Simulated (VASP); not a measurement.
Be3H4Br2:

```xyz
9
Lattice="3.1611 0.0000 0.0000 -1.5805 2.7376 0.0000 0.0000 0.0000 7.7430" Properties=species:S:1:pos:R:3 pbc="T T T"
Be    1.5805    0.9125    6.4525
Be    0.0000    0.0000    3.8715
Be    0.0000    1.8250    1.2905
H     0.0000    1.8250    3.2262
H     1.5805    0.9125    0.6452
H     1.5805    0.9125    4.5167
H     0.0000    1.8250    7.0977
Br    0.0000    0.0000    5.8072
Br    0.0000    0.0000    1.9357
```

```yaml
Program: VASP 6.6.1
Task: relaxation of cell and atoms
Functional: PBE
Potentials_or_basis: VASP PAW PBE potentials, release 64 (Be, H, Br)
Cutoff: 600 eV
k_mesh: 6 × 6 × 2
Occupations: gaussian, width 0.1 eV
Spin: no spin polarisation
```

At the start: pressure 60.6 GPa; volume 7.44 Å³/atom.

Q: Where does the relaxation end?

A: Over 30 steps the energy falls by 1031.8 meV/atom and the volume is 12.56 Å³/atom (+68.8 %); space group P-3m1 (No. 164, to 0.1 Å) before and after.

Step by step:
```
step  energy change (eV)  largest force (eV/Å)  pressure (GPa)  volume (Å³)
   1              0.0000                4.9160           60.63        67.00
   2             -6.5928                1.9889           -0.54        98.18
   3             -6.7597                1.7427           -6.21       108.84
   4             -6.7628                1.7546           -5.06       106.08
   5             -7.6176                1.2372           -3.52       103.37
   6             -7.8948                1.5271            0.23       100.50
   7             -7.9301                0.8769           -1.34       101.46
   8             -7.9371                0.8624           -0.94       101.20
   9             -8.2730                0.4645            0.12        99.05
  10             -8.4554                0.6694            3.76        95.68
  11             -8.7355                0.5119            1.99        99.26
  12             -8.8430                0.6089           -0.09       105.62
  13             -8.8728                0.4602            0.41       103.76
  14             -8.9246                0.5493           -0.77       105.41
  15             -8.9268                0.6507           -1.03       105.81
  16             -8.9673                0.5341           -1.08       105.91
  17             -9.0770                0.4367           -1.05       106.16
  18             -9.1136                0.6013           -0.50       106.46
  19             -9.1365                0.4507           -0.77       106.37
  20             -9.1894                0.3426            0.52       105.40
  21             -9.2074                0.2850            1.84       104.48
  22             -9.2489                0.2269            0.96       106.94
  23             -9.2682                0.1609           -0.09       110.30
  24             -9.2743                0.1342            0.18       110.55
  25             -9.2744                0.1399            0.22       110.59
  26             -9.2792                0.0994            0.25       111.02
  27             -9.2819                0.1204            0.30       111.65
  28             -9.2845                0.0656            0.01       112.44
  29             -9.2850                0.0635           -0.20       113.05
  30             -9.2865                0.0385           -0.11       113.08
```

Final structure:
```cif
data_structure
_symmetry_space_group_name_H-M 'P 1'
_symmetry_Int_Tables_number 1
_cell_length_a 3.2887
_cell_length_b 3.2887
_cell_length_c 12.0728
_cell_angle_alpha 90.000
_cell_angle_beta 90.000
_cell_angle_gamma 120.000
_cell_volume 113.08
loop_
_atom_site_label
_atom_site_type_symbol
_atom_site_fract_x
_atom_site_fract_y
_atom_site_fract_z
_atom_site_occupancy
Be1 Be 0.66667 0.33333 0.91777 1
Be2 Be 0.00000 0.00000 0.50000 1
Be3 Be 0.33333 0.66667 0.08223 1
H1 H 0.33333 0.66667 0.44726 1
H2 H 0.66667 0.33333 0.03359 1
H3 H 0.66667 0.33333 0.55274 1
H4 H 0.33333 0.66667 0.96641 1
Br1 Br 0.00000 0.00000 0.80977 1
Br2 Br 0.00000 0.00000 0.19023 1
```

Caveat: the k points lie up to 0.37 Å⁻¹ apart in the final cell; the volume moved by over 15 % at a fixed basis, so the end points are rough.
